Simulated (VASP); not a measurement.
# KBr (F-43m) in VASP: notebook, part 2 of 3

VASP 6.6.1.

## 4. Single point, PBE (54.64 Å³/atom)

This run uses another cell than the first one, of 54.64 Å³/atom.

Input file INCAR:

```
ALGO = Normal ; EDIFF = 1E-6
ENCUT = 520 ; GGA = PE
ISIF = 2 ; ISMEAR = 0
LASPH = T ; LCHARG = F
LREAL = F ; LWAVE = F
NBANDS = 15 ; NELM = 80
PREC = Accurate ; SIGMA = 0.01
```

Input file KPOINTS:

```
k-points
0
Gamma
  6 6 6
```

Input file POSCAR:

```
KBr
1.0
    0.0000000000      3.7946333561      3.7946333561
    3.7946333561      0.0000000000      3.7946333561
    3.7946333561      3.7946333561      0.0000000000
K Br
1 1
Direct
    0.0000000000      0.0000000000      0.0000000000
    0.2500000000      0.2500000000      0.2500000000
```

Potentials or basis: VASP PAW PBE potentials, release 64 (K_sv, Br).

Started as:

```bash
> cat potpaw_PBE.64/K_sv/POTCAR potpaw_PBE.64/Br/POTCAR > POTCAR
> mpirun -np 1 vasp_std > vasp.out
```

OUTCAR:

```text
EDIFF = 1E-6
   ENCUT = 520
   GGA = PE
   ISIF = 2
   ISMEAR = 0
   LASPH = T
   LREAL = F
   NELM = 80
   PREC = Accurate

 ion  position               nearest neighbor table
   1  0.000  0.000  0.000-   2 3.29   2 3.29   2 3.29   2 3.29
   2  0.250  0.250  0.250-   1 3.29   1 3.29   1 3.29   1 3.29

  LATTYP: Found a face centered cubic cell.
 ALAT       =     7.5892667122

  Lattice vectors:

 A1 = (   0.0000000000,   3.7946333561,   3.7946333561)
 A2 = (   3.7946333561,   0.0000000000,   3.7946333561)
 A3 = (   3.7946333561,   3.7946333561,   0.0000000000)

Analysis of symmetry for initial positions (statically):
=====================================================================
 Subroutine PRICEL returns:
 Original cell was already a primitive cell.

 Routine SETGRP: Setting up the symmetry group for a
 face centered cubic supercell.

 Subroutine GETGRP returns: Found 24 space group operations
 (whereof 24 operations were pure point group operations)
 out of a pool of 48 trial point group operations.

The static configuration has the point symmetry T_d .

Analysis of symmetry for dynamics (positions and initial velocities):
=====================================================================
 Subroutine PRICEL returns:
 Original cell was already a primitive cell.

 Routine SETGRP: Setting up the symmetry group for a
 face centered cubic supercell.

 Subroutine GETGRP returns: Found 24 space group operations
 (whereof 24 operations were pure point group operations)
 out of a pool of 48 trial point group operations.

The dynamic configuration has the point symmetry T_d .

 Subroutine INISYM returns: Found 24 space group operations
 (whereof 24 operations are pure point group operations),
 and found     1 'primitive' translations

----------------------------------------------------------------------------------------

                                     Primitive cell

  volume of cell :     109.2797

  direct lattice vectors                    reciprocal lattice vectors
[... 109 lines left out ...]
 non-spin polarized calculation
 Gauss-broadening in eV      SIGMA  =   0.01
  energy-cutoff  :      520.00
  volume of cell :      109.28
 maximum number of plane-waves:      2956
   NGX = 19   NGY = 19   NGZ = 19

 number of electron      16.0000002 magnetization

 Free energy of the ion-electron system (eV)
  ---------------------------------------------------
  ext. energy  EPLUGINS =         0.00000000
  ---------------------------------------------------
  free energy    TOTEN  =        -6.02883094 eV

  energy without entropy =       -6.02883094  energy(sigma->0) =       -6.02883094

 E-fermi :  -3.2143     XC(G=0):  -5.6733

 val. band max:       -3.3040540768   @ k =  -0.1667   0.1667   0.0000
 cond. band min:       0.8282843282   @ k =   0.0000   0.0000   0.0000
 fundamental gap:      4.1323384050
 Fermi energy:        -3.2142653665

 k-point     1 :       0.0000    0.0000    0.0000
  band No.  band energies     occupation
      1     -31.3310      2.00000
      2     -15.1509      2.00000
      3     -14.8166      2.00000
      4     -14.8166      2.00000
      5     -14.8166      2.00000
      6      -3.3115      2.00000
      7      -3.3115      2.00000
      8      -3.3115      2.00000
      9       0.8283      0.00000
     10       5.1540      0.00000
     11       5.1540      0.00000
     12       6.0332      0.00000
     13       6.0332      0.00000
     14       6.0332      0.00000
[... 257 lines left out ...]
      2     -15.3879      2.00000
      3     -14.8301      2.00000
      4     -14.8270      2.00000
      5     -14.5423      2.00000
      6      -3.5995      2.00000
      7      -3.4177      2.00000
      8      -3.3353      2.00000
      9       2.8614      0.00000
     10       3.7511      0.00000
     11       5.0244      0.00000
     12       5.2708      0.00000
     13       5.7644      0.00000
     14       5.9842      0.00000
     15       6.6074      0.00000

------------------------ aborting loop because EDIFF is reached ----------------------------------------

  FORCE on cell =-STRESS in cart. coord.  units (eV):
  Direction    XX          YY          ZZ          XY          YZ          ZX
  --------------------------------------------------------------------------------------
  -------------------------------------------------------------------------------------
  Total       -0.3091542     -0.3091542     -0.3091542     -0.0000000     -0.0000000      0.0000000
  in kB       -4.5325890     -4.5325890     -4.5325890     -0.0000000     -0.0000000      0.0000000
  external PRESSURE =      -4.5325890 kB  Pullay stress =       0.0000000 kB

 VOLUME and BASIS-vectors are now :
 -----------------------------------------------------------------------------
  energy-cutoff  :      520.00
  volume of cell :      109.28
      direct lattice vectors                 reciprocal lattice vectors
     0.000000000  3.794633356  3.794633356    -0.131765036  0.131765036  0.131765036
     3.794633356  0.000000000  3.794633356     0.131765036 -0.131765036  0.131765036
     3.794633356  3.794633356  0.000000000     0.131765036  0.131765036 -0.131765036

 POSITION                                       TOTAL-FORCE (eV/Angst)
 -----------------------------------------------------------------------------------
      0.00000      0.00000      0.00000        -0.000000     -0.000000     -0.000000
      1.89732      1.89732      1.89732         0.000000      0.000000      0.000000
 -----------------------------------------------------------------------------------
    total drift:                                0.000000      0.000000      0.000000

  FREE ENERGIE OF THE ION-ELECTRON SYSTEM (eV)
  ---------------------------------------------------
  free  energy   TOTEN  =        -6.0288309439 eV

  energy  without entropy=       -6.0288309439  energy(sigma->0) =       -6.02883094
```

OSZICAR:

```text
N       E                     dE             d eps       ncg     rms          rms(c)
DAV:   1     0.961126050681E+02    0.96113E+02   -0.61803E+03   480   0.865E+02
DAV:   2     0.167714771528E+01   -0.94435E+02   -0.87339E+02   599   0.208E+02
DAV:   3    -0.598051625002E+01   -0.76577E+01   -0.76191E+01   648   0.524E+01
DAV:   4    -0.637866794361E+01   -0.39815E+00   -0.39799E+00   849   0.100E+01
DAV:   5    -0.638016801293E+01   -0.15001E-02   -0.15001E-02   648   0.728E-01    0.285E+00
DAV:   6    -0.604493885624E+01    0.33523E+00   -0.44017E-01   620   0.265E+00    0.197E+00
DAV:   7    -0.600242600279E+01    0.42513E-01   -0.21448E-01   676   0.211E+00    0.102E+00
DAV:   8    -0.602416683820E+01   -0.21741E-01   -0.26602E-02   643   0.101E+00    0.187E-01
DAV:   9    -0.602663270249E+01   -0.24659E-02   -0.17841E-03   620   0.230E-01    0.132E-01
DAV:  10    -0.602876596534E+01   -0.21333E-02   -0.15548E-03   501   0.220E-01    0.259E-02
DAV:  11    -0.602881159851E+01   -0.45633E-04   -0.92104E-05   606   0.614E-02    0.964E-03
DAV:  12    -0.602883087741E+01   -0.19279E-04   -0.24716E-05   501   0.365E-02    0.784E-03
DAV:  13    -0.602883094393E+01   -0.66517E-07   -0.73620E-07   562   0.434E-03
   1 F= -.60288309E+01 E0= -.60288309E+01  d E =-.355230E-38
```

stdout:

```text
POSCAR found type information on POSCAR K Br
 POSCAR found :  2 types and       2 ions
 scaLAPACK will be used
 LDA part: xc-table for (Slater+PW92), standard interpolation
 POSCAR, INCAR and KPOINTS ok, starting setup
 FFT: planning ... GRIDC
 FFT: planning ... GRID_SOFT
 FFT: planning ... GRID
 WAVECAR not read
 entering main loop
```

Run time: 46 s. Hardware: 1 thread of Intel Xeon 8259CL, shared host; peak memory 0.24 GiB.

Results:

| Item | Value |
| --- | --- |
| Free energy | -6.0288 eV |
| Pressure | -0.5 GPa |
| Band gap on the k mesh | 4.13 eV (least direct gap 4.14 eV) |

Caveat: the structure was generated, so it needn't be the stable form of KBr.

## 5. Single point, r2SCAN (47.16 Å³/atom)

This run uses another cell than the first one, of 47.16 Å³/atom.

Input file POSCAR:

```
KBr
1.0
    0.0000000000      3.6130067514      3.6130067514
    3.6130067514      0.0000000000      3.6130067514
    3.6130067514      3.6130067514      0.0000000000
K Br
1 1
Direct
    0.0000000000      0.0000000000      0.0000000000
    0.2500000000      0.2500000000      0.2500000000
```

Input file INCAR.step1:

```
PREC = Accurate
ENCUT = 520
ISMEAR = 0
SIGMA = 0.01
LREAL = F
LASPH = T
NELM = 100
NBANDS = 15
GGA = PE
ALGO = Normal
EDIFF = 1E-4
LWAVE = T
LCHARG = F
```

Input file INCAR.step2:

```
PREC = Accurate
ENCUT = 520
EDIFF = 1E-6
ISMEAR = 0
SIGMA = 0.01
LREAL = F
LASPH = T
NELM = 100
ALGO = Normal
ISIF = 2
LWAVE = F
LCHARG = T
METAGGA = R2SCAN
LMIXTAU = T
LELF = T
LVHAR = T
NBANDS = 15
ISTART = 1
```

Input file KPOINTS:

```
regular mesh
0
Gamma
  6 6 6
```

Started as:

```bash
> cat potpaw_PBE.64/K_sv/POTCAR potpaw_PBE.64/Br/POTCAR > POTCAR
> cp INCAR.step1 INCAR
> mpirun -np 1 vasp_std > vasp.out
> cp INCAR.step2 INCAR
> mpirun -np 1 vasp_std > vasp.out
```

It took 3.1 min on 1 thread of Intel Xeon 8259CL, shared host; peak memory 0.27 GiB.

Results (log left out):

* Free energy: -22.9534 eV
* Pressure: 0.7 GPa
* Band gap on the k mesh: 4.93 eV (least direct gap 4.96 eV)

Levels at points of the mesh, in eV from the valence-band top:
```tsv
k point	band 6	band 7	band 8	band 9	band 10	band 11
(0.00, 0.00, 0.00)	-0.02	-0.02	-0.02	4.93	9.45	9.45
(0.50, 0.00, 0.00)	-0.42	0.00	0.00	7.33	7.66	8.99
(0.50, 0.50, 0.00)	-0.47	-0.01	-0.01	6.56	7.86	10.29
```

Caveat: the structure was generated, so it needn't be the stable form of KBr; the PAW data sets were made with another functional, which shifts forces and pressure a little. A k mesh can miss the band edges.

(Part 2 of 3 ends here.)
